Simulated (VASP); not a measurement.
A run of VASP 6.6.1:

POSCAR

```
GaSb
1.0
    0.0000000000      3.0792588685      3.0792588685
    3.0792588685      0.0000000000      3.0792588685
    3.0792588685      3.0792588685      0.0000000000
Sb Ga
1 1
Direct
    0.7500000000      0.7500000000      0.7500000000
    0.0000000000      0.0000000000      0.0000000000
```

INCAR.step1

```
SYSTEM = GaSb
PREC     = Accurate       ! precision mode
ENCUT    = 520            ! plane-wave cutoff, eV
EDIFF    = 1E-5           ! SCF threshold, eV
ISMEAR   = -1             ! smearing method
SIGMA    = 0.05           ! smearing width, eV
LREAL    = .FALSE.        ! projectors in reciprocal space
LASPH    = .TRUE.         ! aspherical terms in the spheres
NELM     = 100            ! most SCF steps
ALGO     = Normal         ! electronic algorithm
ISIF     = 2              ! what is computed and relaxed
LWAVE    = .TRUE.         ! write WAVECAR
NBANDS   = 16             ! bands
GGA      = PE             ! functional
```

INCAR.step2

```
SYSTEM = GaSb
PREC     = Accurate       ! precision mode
ENCUT    = 520            ! plane-wave cutoff, eV
EDIFF    = 1E-6           ! SCF threshold, eV
ISMEAR   = -1             ! smearing method
SIGMA    = 0.05           ! smearing width, eV
LREAL    = .FALSE.        ! projectors in reciprocal space
LASPH    = .TRUE.         ! aspherical terms in the spheres
NELM     = 100            ! most SCF steps
ALGO     = Normal         ! electronic algorithm
ISIF     = 2              ! what is computed and relaxed
LWAVE    = .FALSE.        ! write WAVECAR
LCHARG   = .TRUE.         ! write CHGCAR
GGA      = PE             ! functional
LHFCALC  = .TRUE.         ! exact exchange
AEXX     = 0.25           ! exact-exchange fraction
HFSCREEN = 0.3            ! screening, 1/A
PRECFOCK = Normal       
LELF     = .TRUE.         ! ELF
LVHAR    = .TRUE.       
NBANDS   = 16             ! bands
ISTART   = 1
```

The input KPOINTS:

```
Automatic mesh
0
G
  4 4 4
  0 0 0
```

Potentials or basis: VASP PAW PBE potentials, release 64 (Sb, Ga_d).

Command:

```console
$ cat potpaw_PBE.64/Sb/POTCAR potpaw_PBE.64/Ga_d/POTCAR > POTCAR
$ cp INCAR.step1 INCAR
$ mpirun -np 1 vasp_std > vasp.out
$ cp INCAR.step2 INCAR
$ mpirun -np 1 vasp_std > vasp.out
```

Hardware: 1 thread of AMD EPYC 7R13 Processor (Zen 3), with other jobs on the host.

Question: Estimate the wall time of this run.

Answer: It took 10 min on 1 thread of AMD EPYC 7R13 Processor (Zen 3) (shared host), peak memory 0.27 GiB. Counts: k points 8.
